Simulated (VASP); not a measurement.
Runs of VASP 6.6.1 on AlN. Symmetry: F-43m, No. 216, cubic system. Conventional cell: a = 4.370 Å, b = 4.370 Å, c = 4.370 Å, α = 90.00°, β = 90.00°, γ = 90.00°. Al (site symmetry -43m) has 4 N at 1.89 Å within 2.5 Å. Within 2.5 Å of N (site symmetry -43m) lie 4 Al at 1.89 Å. 

```tsv
level	potentials or basis	cutoff (eV)	smearing	gap on the mesh (eV)	pressure (GPa)
PBEsol	VASP PAW PBE potentials, release 64 (Al, N)	600	methfessel-paxton 0.5 eV	3.19	0.9
LDA	VASP PAW LDA potentials, release 64 (Al, N)	600	gaussian 0.01 eV	(a)	-3.4
PBEsol	VASP PAW PBE potentials, release 64 (Al, N)	600	fermi-dirac 0.2 eV	3.19	0.9
r2SCAN	VASP PAW PBE potentials, release 64 (Al, N)	660	gaussian 0.01 eV	(b)	-0.4
PBEsol+D3(BJ)	VASP PAW PBE potentials, release 64 (Al, N)	600	gaussian 0.01 eV	3.19	-2.6
```

Alike in all rows: task single point; no spin polarisation; cell as given; k mesh 8 × 8 × 8.

Task: Fill in the values left out.

Result: (a) 3.22; (b) 3.93.

Caveats: the PAW data sets were made with another functional, which shifts forces and pressure a little (some runs).

A k mesh can miss the band edges.
